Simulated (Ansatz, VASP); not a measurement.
**In3AgI4: VASP beside Ansatz**

```xyz
8
Lattice="6.9997 0.0000 0.0000 0.0000 6.9997 0.0000 0.0000 0.0000 6.9997" Properties=species:S:1:pos:R:3 pbc="T T T"
In    3.4999    0.0000    0.0000
In    0.0000    3.4999    0.0000
In    0.0000    0.0000    3.4999
Ag    3.4999    3.4999    3.4999
I     0.0000    3.4999    3.4999
I     3.4999    0.0000    3.4999
I     3.4999    3.4999    0.0000
I     0.0000    0.0000    0.0000
```

Alike in both runs: functional PBE; k mesh 2 × 2 × 2; occupations gaussian, width 0.1 eV; no spin polarisation.

Ansatz relaxed the structure, and its values are those at the end. VASP's run is a single point on that final structure, the one shown.

|  | VASP | Ansatz |
| --- | --- | --- |
| version | VASP 6.6.1 | Ansatz 0.2.0 |
| potentials or method | VASP PAW PBE potentials, release 64 (In_d, Ag, I), cutoff 520 eV | scalar-relativistic, plane waves, PAW |
| valence electrons in the cell | 78 | 126 |

Ansatz gave:

- gap on the k mesh at the Fermi level (eV): none
- pressure (GPa): -0.2

**Question.** What did VASP give for the same quantities?

**Answer.** gap on the k mesh at the Fermi level (eV): none; pressure (GPa): -0.1.

A gap of «none» marks a metal or a gap that the smearing closes. VASP's potentials hold 78 valence electrons a cell and Ansatz's 126, so a difference there can come from the potentials and not from the codes.

The k mesh is coarse, so the values compare programs but aren't converged. Neither program's run includes spin-orbit coupling.
